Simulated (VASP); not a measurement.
# Al3Cu2 (P-3m1) in VASP: notebook

The runs below take Al3Cu2 through single point, with LDA.

Everything below comes from runs of VASP 6.6.1. Logs are shortened: lines on timing, memory, paths and dates and some standing lists are left out, and cuts for length are marked.

**1. The cell of the first run**

It takes space group P-3m1 (No. 164, trigonal). Conventional cell: a = 3.914 Å, b = 3.914 Å, c = 5.277 Å, α = 90.00°, β = 90.00°, γ = 120.00°. Al (site symmetry -3m) has 6 Cu at 2.41 Å and 6 Al at 2.92 Å within 3.2 Å. Within 3.3 Å of Al (site symmetry 3m) lie 5 Cu at 2.48 to 2.69 Å and 6 Al at 2.75 to 2.92 Å. Within 3.2 Å of Cu (site symmetry 3m) lie 8 Al at 2.41 to 2.69 Å and 3 Cu at 2.81 Å.

**2. Single point, LDA**

INCAR

```
SYSTEM = Al3Cu2
ALGO = Fast
EDIFF = 1E-6
ENCUT = 520
GGA = CA
ISIF = 2
ISMEAR = 0
LASPH = .TRUE.
LCHARG = .TRUE.
LELF = .TRUE.
LREAL = .FALSE.
LVHAR = .TRUE.
LWAVE = .FALSE.
NBANDS = 24
NELM = 60
PREC = Accurate
SIGMA = 0.15
```

KPOINTS

```
k-points
0
G
  12 12 8
  0 0 0
```

POSCAR

```
Al3Cu2
1.0
    3.9137657003      0.0000000000      0.0000000000
   -1.9568828501      3.3894205209      0.0000000000
    0.0000000000      0.0000000000      5.2767563181
Al Cu
3 2
Direct
    0.0000000000      0.0000000000      0.0000000000
    0.3333333333      0.6666666667      0.3508928116
    0.6666666667      0.3333333333      0.6491071884
    0.3333333333      0.6666666667      0.8415870660
    0.6666666667      0.3333333333      0.1584129340
```

Potentials or basis: VASP PAW LDA potentials, release 64 (Al, Cu).

On the command line:

```
cat potpaw_LDA.64/Al/POTCAR potpaw_LDA.64/Cu/POTCAR > POTCAR
mpirun -np 1 vasp_std > vasp.out
```

OUTCAR:

```text
SYSTEM = Al3Cu2
   EDIFF = 1E-6
   ENCUT = 520
   GGA = CA
   ISIF = 2
   ISMEAR = 0
   LASPH = .TRUE.
   LREAL = .FALSE.
   NELM = 60
   PREC = Accurate

 ion  position               nearest neighbor table
   1  0.000  0.000  0.000-   4 2.41   5 2.41   4 2.41   5 2.41   5 2.41   4 2.41   2 2.92   3 2.92
                             2 2.92   3 2.92   2 2.92   3 2.92
   2  0.333  0.667  0.351-   5 2.48   5 2.48   5 2.48   4 2.59   4 2.69   3 2.75   3 2.75   3 2.75
                             1 2.92   1 2.92   1 2.92
   3  0.667  0.333  0.649-   4 2.48   4 2.48   4 2.48   5 2.59   5 2.69   2 2.75   2 2.75   2 2.75
                             1 2.92   1 2.92   1 2.92
   4  0.333  0.667  0.842-   1 2.41   1 2.41   1 2.41   3 2.48   3 2.48   3 2.48   2 2.59   2 2.69

   5  0.667  0.333  0.158-   1 2.41   1 2.41   1 2.41   2 2.48   2 2.48   2 2.48   3 2.59   3 2.69

  LATTYP: Found a hexagonal cell.
 ALAT       =     3.9137657003
 C/A-ratio  =     1.3482555478

  Lattice vectors:

 A1 = (   3.9137657003,   0.0000000000,   0.0000000000)
 A2 = (  -1.9568828501,   3.3894205209,   0.0000000000)
 A3 = (   0.0000000000,   0.0000000000,   5.2767563181)

Analysis of symmetry for initial positions (statically):
=====================================================================
 Subroutine PRICEL returns:
 Original cell was already a primitive cell.

 Routine SETGRP: Setting up the symmetry group for a
 hexagonal supercell.

 Subroutine GETGRP returns: Found 12 space group operations
 (whereof 12 operations were pure point group operations)
 out of a pool of 24 trial point group operations.

The static configuration has the point symmetry D_3d.

Analysis of symmetry for dynamics (positions and initial velocities):
=====================================================================
 Subroutine PRICEL returns:
 Original cell was already a primitive cell.

 Routine SETGRP: Setting up the symmetry group for a
 hexagonal supercell.

 Subroutine GETGRP returns: Found 12 space group operations
 (whereof 12 operations were pure point group operations)
 out of a pool of 24 trial point group operations.

The dynamic configuration has the point symmetry D_3d.

 Subroutine INISYM returns: Found 12 space group operations
 (whereof 12 operations are pure point group operations),
 and found     1 'primitive' translations

----------------------------------------------------------------------------------------

[... 101 lines left out ...]
   NSW    =      0    number of steps for IOM
   IBRION =     -1    ionic relax: 0-MD 1-quasi-New 2-CG
   NFREE  =      0    steps in history (QN), initial steepest desc. (CG)
   ISIF   =      2    stress and relaxation
   ISYM   =      2    0-nonsym 1-usesym 2-fastsym
   POTIM  = 0.5000    time-step for ionic-motion
   TEBEG  =    0.0;   TEEND  =   0.0 temperature during run
   PSTRESS=    0.0 pullay stress
   NELECT =      31.0000    total number of electrons
   NUPDOWN=      -1.0000    fix difference up-down
   EMIN   =  10.00;   EMAX   =-10.00  energy-range for DOS
   EFERMI =   0.00;   METHOD = LEGACY
   ISMEAR =     0;   SIGMA  =   0.15  broadening in eV -4-tet -1-fermi 0-gaus
   EFERMI_NEDOS =   21; number of points for ismear=-14 and -15
   IALGO  =     68    algorithm
   IMIX   =      4    mixing-type and parameters
     AMIX     =   0.40;   BMIX     =  1.00
     AMIX_MAG =   1.60;   BMIX_MAG =  1.00
  volume/ion in A,a.u.               =      14.00        94.47
  Fermi-wavevector in a.u.,A,eV,Ry     =   1.247861  2.358116 21.186416  1.557158
  Thomas-Fermi vector in A             =   2.381974
   LORBIT       =      0    0 simple, 1 ext, 2 COOP (PROOUT), +10 PAW based schemes
   GGA     = CA    functional components
   LHFCALC =     F    Hartree Fock is set to
   AEXX    =    0.0000 exact exchange contribution
   IVDW    =     0    specifies the selected vdW correction
   LEPSILON=     F    determine dielectric tensor
   LRPA    =     F    only Hartree local field effects (RPA)
 non-spin polarized calculation
 RMM-DIIS sequential band-by-band and
 Gauss-broadening in eV      SIGMA  =   0.15
  energy-cutoff  :      520.00
  volume of cell :       70.00
 maximum number of plane-waves:      1916
 NGX is ok and might be reduce to    30

 number of electron      30.9999968 magnetization

 Free energy of the ion-electron system (eV)
  ---------------------------------------------------
  ext. energy  EPLUGINS =         0.00000000
  ---------------------------------------------------
  free energy    TOTEN  =       -22.65410173 eV

  energy without entropy =      -22.63735860  energy(sigma->0) =      -22.64573016

 E-fermi :   8.4479     XC(G=0): -11.3336

 val. band max:        8.4457249122   @ k =   0.0833   0.0000   0.2500
 cond. band min:       8.4523063989   @ k =   0.3333   0.0000   0.1250
 fundamental gap:      0.0065814867
 Fermi energy:         8.4478900388

 k-point     1 :       0.0000    0.0000    0.0000
  band No.  band energies     occupation
      1      -2.9063      2.00000
      2       1.6234      2.00000
      3       2.1275      2.00000
      4       2.9935      2.00000
      5       2.9935      2.00000
      6       3.3905      2.00000
[... 637 lines left out ...]
     23      14.4036      0.00000
     24      14.7472      0.00000

 [... further k-points ...]

------------------------ aborting loop because EDIFF is reached ----------------------------------------

  FORCE on cell =-STRESS in cart. coord.  units (eV):
  Direction    XX          YY          ZZ          XY          YZ          ZX
  --------------------------------------------------------------------------------------
  -------------------------------------------------------------------------------------
  Total        3.5576346      3.5576346     -3.4600221      0.0000000      0.0000000     -0.0000000
  in kB       81.4300322     81.4300322    -79.1957987      0.0000000      0.0000000     -0.0000000
  external PRESSURE =      27.8880886 kB  Pullay stress =       0.0000000 kB

 VOLUME and BASIS-vectors are now :
 -----------------------------------------------------------------------------
  energy-cutoff  :      520.00
  volume of cell :       70.00
      direct lattice vectors                 reciprocal lattice vectors
     3.913765700  0.000000000  0.000000000     0.255508397  0.147517842  0.000000000
    -1.956882850  3.389420521  0.000000000     0.000000000  0.295035683  0.000000000
     0.000000000  0.000000000  5.276756318     0.000000000  0.000000000  0.189510362

 POSITION                                       TOTAL-FORCE (eV/Angst)
 -----------------------------------------------------------------------------------
      0.00000      0.00000      0.00000        -0.000000      0.000000      0.000000
     -0.00000      2.25961      1.85158         0.000000      0.000000      0.003943
      1.95688      1.12981      3.42518        -0.000000     -0.000000     -0.003943
     -0.00000      2.25961      4.44085         0.000000     -0.000000     -0.268436
      1.95688      1.12981      0.83591        -0.000000      0.000000      0.268436
 -----------------------------------------------------------------------------------
    total drift:                                0.000000      0.000000     -0.000000

  FREE ENERGIE OF THE ION-ELECTRON SYSTEM (eV)
  ---------------------------------------------------
  free  energy   TOTEN  =       -22.6541017326 eV

  energy  without entropy=      -22.6373585955  energy(sigma->0) =      -22.64573016
```

OSZICAR:

```text
N       E                     dE             d eps       ncg     rms          rms(c)
DAV:   1     0.177469161634E+03    0.17747E+03   -0.12391E+04  6312   0.153E+03
DAV:   2    -0.154052958887E+02   -0.19287E+03   -0.17976E+03  6304   0.292E+02
[... 13 lines left out ...]
RMM:  16    -0.226541088741E+02    0.69382E-05   -0.32417E-05  7780   0.660E-02    0.481E-02
RMM:  17    -0.226541215135E+02   -0.12639E-04   -0.61722E-05  8492   0.478E-02    0.326E-02
RMM:  18    -0.226541164763E+02    0.50372E-05   -0.64316E-06  6954   0.299E-02    0.271E-02
RMM:  19    -0.226541071775E+02    0.92987E-05   -0.48530E-06  6411   0.274E-02    0.179E-02
RMM:  20    -0.226541015400E+02    0.56376E-05   -0.10766E-05  7351   0.344E-02    0.594E-03
RMM:  21    -0.226541017326E+02   -0.19262E-06   -0.10411E-06  4118   0.757E-03
   1 F= -.22654102E+02 E0= -.22645730E+02  d E =-.167431E-01
```

Wall time 2.2 min (1 thread of Intel Xeon 6975P-C (Granite Rapids), shared host); peak memory 0.29 GiB.

What came out:

```yaml
Free_energy: -22.6541 eV
Pressure: 2.8 GPa
Largest_force: 0.268 eV/Å
Band_gap_on_the_k_mesh: zero (an odd number of electrons rules out a gap without spin polarisation)
```

Forces in eV/Å, atoms in the order of the input:
```
Al   0.000  0.000  0.000
Al   0.000  0.000  0.004
Al   0.000  0.000 -0.004
Cu   0.000  0.000 -0.268
Cu   0.000  0.000  0.268
```

Caveat: the stress differs along the axes, from -8 to 8 GPa.

**3. Single point, LDA**

This run uses another cell than the first one, of the same volume but with other edges.

INCAR

```
PREC     = Accurate       # precision mode
ENCUT    = 520            # plane-wave cutoff, eV
EDIFF    = 1E-6           # SCF threshold, eV
ISMEAR   = 0              # smearing method
SIGMA    = 0.15           # smearing width, eV
LREAL    = F              # projectors in reciprocal space
LASPH    = T              # aspherical terms in the spheres
NELM     = 80             # most SCF steps
ALGO     = Fast           # electronic algorithm
ISIF     = 2              # what is computed and relaxed
LWAVE    = F              # write WAVECAR
LCHARG   = F              # write CHGCAR
GGA      = CA             # functional
NBANDS   = 24             # bands
```

KPOINTS

```
Automatic mesh
0
Gamma
  12 12 8
```

POSCAR: that of step 2 with these lines changed.

```diff
@@ -2,5 +2,5 @@
 1.0
-    3.9137657003      0.0000000000      0.0000000000
-   -1.9568828501      3.3894205209      0.0000000000
-    0.0000000000      0.0000000000      5.2767563181
+    4.1976658029      0.0000000000      0.0000000000
+   -2.0988329014      3.6352852219      0.0000000000
+    0.0000000000      0.0000000000      4.5863396035
 Al Cu
```

Potentials or basis: VASP PAW LDA potentials, release 64 (Al, Cu).

On the command line:

```
cat potpaw_LDA.64/Al/POTCAR potpaw_LDA.64/Cu/POTCAR > POTCAR
mpirun -np 1 vasp_std > vasp.out
```

Run time: 1.8 min. Hardware: 1 thread of Intel Xeon 6975P-C (Granite Rapids), shared host; peak memory 0.29 GiB.

It converged, with:

| Property | Result |
| --- | --- |
| Free energy | -22.5291 eV |
| Pressure | 4.1 GPa |
| Largest force | 0.546 eV/Å |
| Band gap on the k mesh | zero (an odd number of electrons rules out a gap without spin polarisation) |

Forces on the atoms (eV/Å):
```
Al   0.000  0.000  0.000
Al   0.000  0.000 -0.108
Al   0.000  0.000  0.108
Cu   0.000  0.000  0.546
Cu   0.000  0.000 -0.546
```

Stress tensor (GPa, compression positive):
```
-4.46  0.00  0.00
 0.00 -4.46  0.00
 0.00  0.00 21.11
```

Levels at points of the mesh, in eV from the Fermi level:
```tsv
k point	band 13	band 14	band 15	band 16	band 17	band 18	band 19	band 20
(0.00, 0.00, 0.00)	-3.30	-0.83	-0.83	0.75	0.75	1.70	2.04	5.12
(0.50, 0.00, 0.00)	-3.59	-2.50	-2.19	-0.34	-0.16	0.87	3.53	4.23
(0.00, 0.00, 0.50)	0.87	0.87	0.91	0.91	1.71	2.08	2.08	2.59
(0.50, 0.00, 0.50)	-4.22	-3.63	-1.98	-0.26	0.35	0.43	6.63	7.09
```

Caveat: the stress differs along the axes, from -4 to 21 GPa.

**4. Single point, LDA**

This run uses another cell than the first one, of the same volume but with other edges.

INCAR

```
SYSTEM = Al3Cu2
PREC     = Accurate       ! precision mode
ENCUT    = 520            ! plane-wave cutoff, eV
EDIFF    = 1E-6           ! SCF threshold, eV
ISMEAR   = 0              ! smearing method
SIGMA    = 0.15           ! smearing width, eV
LREAL    = .FALSE.        ! projectors in reciprocal space
LASPH    = .TRUE.         ! aspherical terms in the spheres
NELM     = 80             ! most SCF steps
ALGO     = Fast           ! electronic algorithm
ISIF     = 2              ! what is computed and relaxed
LWAVE    = .FALSE.        ! write WAVECAR
LCHARG   = .FALSE.        ! write CHGCAR
NBANDS   = 24             ! bands
```

KPOINTS

```
regular mesh
0
G
  12 12 8
  0 0 0
```

POSCAR: that of step 3 with these lines changed.

```diff
@@ -2,5 +2,5 @@
 1.0
-    4.1976658029      0.0000000000      0.0000000000
-   -2.0988329014      3.6352852219      0.0000000000
-    0.0000000000      0.0000000000      4.5863396035
+    4.1504167144      0.0000000000      0.0000000000
+   -2.0752083572      3.5943663110      0.0000000000
+    0.0000000000      0.0000000000      4.7012446710
 Al Cu
```

Potentials or basis: VASP PAW LDA potentials, release 64 (Al, Cu).

On the command line:

```
cat potpaw_LDA.64/Al/POTCAR potpaw_LDA.64/Cu/POTCAR > POTCAR
mpirun -np 1 vasp_std > vasp.out
```

OUTCAR:

```text
SYSTEM = Al3Cu2
   PREC = Accurate
   ENCUT = 520
   EDIFF = 1E-6
   ISMEAR = 0
   LREAL = .FALSE.
   LASPH = .TRUE.
   NELM = 80
   ISIF = 2

 ion  position               nearest neighbor table
   1  0.000  0.000  0.000-   4 2.51   5 2.51   5 2.51   4 2.51   5 2.51   4 2.51   2 2.91   3 2.91
                             2 2.91   3 2.91   3 2.91   2 2.91
   2  0.333  0.667  0.351-   4 2.31   4 2.39   5 2.56   5 2.56   5 2.56   3 2.78   3 2.78   3 2.78
                             1 2.91   1 2.91   1 2.91
[... 860 lines left out ...]
  -------------------------------------------------------------------------------------
  Total       -1.5845739     -1.5845739      5.6469579      0.0000000      0.0000000      0.0000000
  in kB      -36.1989672    -36.1989672    129.0025331      0.0000000      0.0000000      0.0000000
  external PRESSURE =      18.8681996 kB  Pullay stress =       0.0000000 kB

 VOLUME and BASIS-vectors are now :
 -----------------------------------------------------------------------------
  energy-cutoff  :      520.00
  volume of cell :       70.13
      direct lattice vectors                 reciprocal lattice vectors
     4.150416714  0.000000000  0.000000000     0.240939662  0.139106579  0.000000000
    -2.075208357  3.594366311  0.000000000     0.000000000  0.278213157  0.000000000
     0.000000000  0.000000000  4.701244671     0.000000000  0.000000000  0.212709627

 POSITION                                       TOTAL-FORCE (eV/Angst)
 -----------------------------------------------------------------------------------
      0.00000      0.00000      0.00000         0.000000      0.000000      0.000000
     -0.00000      2.39624      1.64963        -0.000000     -0.000000     -0.053360
      2.07521      1.19812      3.05161        -0.000000      0.000000      0.053360
     -0.00000      2.39624      3.95651         0.000000      0.000000      0.324453
      2.07521      1.19812      0.74474         0.000000     -0.000000     -0.324453
 -----------------------------------------------------------------------------------
    total drift:                               -0.000000      0.000000      0.000000

  FREE ENERGIE OF THE ION-ELECTRON SYSTEM (eV)
  ---------------------------------------------------
  free  energy   TOTEN  =       -22.7533900620 eV

  energy  without entropy=      -22.7384904632  energy(sigma->0) =      -22.74594026
```

OSZICAR:

```text
N       E                     dE             d eps       ncg     rms          rms(c)
DAV:   1     0.176640761621E+03    0.17664E+03   -0.12352E+04  6312   0.152E+03
DAV:   2    -0.160280256781E+02   -0.19267E+03   -0.17927E+03  6320   0.290E+02
DAV:   3    -0.269915814487E+02   -0.10964E+02   -0.10389E+02  8320   0.937E+01
DAV:   4    -0.272925505198E+02   -0.30097E+00   -0.30066E+00  8752   0.133E+01
DAV:   5    -0.272981139514E+02   -0.55634E-02   -0.55624E-02  8808   0.166E+00    0.195E+01
RMM:   6    -0.292112523134E+02   -0.19131E+01   -0.73703E+01  7532   0.125E+02    0.159E+01
RMM:   7    -0.228106302239E+02    0.64006E+01   -0.21912E+01  6783   0.716E+01    0.168E+00
RMM:   8    -0.227621371039E+02    0.48493E-01   -0.12118E+00  6831   0.170E+01    0.140E+00
RMM:   9    -0.227498435264E+02    0.12294E-01   -0.17833E-01  8040   0.414E+00    0.520E-01
RMM:  10    -0.227507929450E+02   -0.94942E-03   -0.56502E-02  8116   0.260E+00    0.156E-01
RMM:  11    -0.227543813647E+02   -0.35884E-02   -0.28465E-02  8941   0.126E+00    0.261E-01
RMM:  12    -0.227534198339E+02    0.96153E-03   -0.11929E-02  7478   0.134E+00    0.140E-01
RMM:  13    -0.227534984183E+02   -0.78584E-04   -0.27910E-03  8615   0.396E-01    0.751E-02
RMM:  14    -0.227535069982E+02   -0.85799E-05   -0.49368E-04  8934   0.165E-01    0.828E-02
RMM:  15    -0.227534309107E+02    0.76087E-04   -0.11298E-04  7977   0.148E-01    0.491E-02
RMM:  16    -0.227534391673E+02   -0.82566E-05   -0.67663E-05  8981   0.663E-02    0.581E-02
RMM:  17    -0.227533893446E+02    0.49823E-04   -0.15266E-04  8701   0.161E-01    0.509E-03
RMM:  18    -0.227533900620E+02   -0.71733E-06   -0.97106E-06  7098   0.194E-02
   1 F= -.22753390E+02 E0= -.22745940E+02  d E =-.148996E-01
```

stdout:

```text
POSCAR found type information on POSCAR AlCu
 POSCAR found :  2 types and       5 ions
 scaLAPACK will be used
 LDA part: xc-table for (Slater(with rela. corr.)+CA(PZ))
 , standard interpolation
 POSCAR, INCAR and KPOINTS ok, starting setup
 FFT: planning ... GRIDC
 FFT: planning ... GRID_SOFT
 FFT: planning ... GRID
 WAVECAR not read
 entering main loop
```

Run time: 91 s. Hardware: 1 thread of Intel Xeon 6975P-C (Granite Rapids), shared host; peak memory 0.29 GiB.

Results:

| Quantity | Value |
| --- | --- |
| Free energy | -22.7534 eV |
| Pressure | 1.9 GPa |
| Largest force | 0.324 eV/Å |
| Band gap on the k mesh | zero (an odd number of electrons rules out a gap without spin polarisation) |

Forces on the atoms (eV/Å):
```
Al   0.000  0.000  0.000
Al   0.000  0.000 -0.053
Al   0.000  0.000  0.053
Cu   0.000  0.000  0.324
Cu   0.000  0.000 -0.324
```

Caveat: the stress differs along the axes, from -4 to 13 GPa.

[end of part 1 of 2]
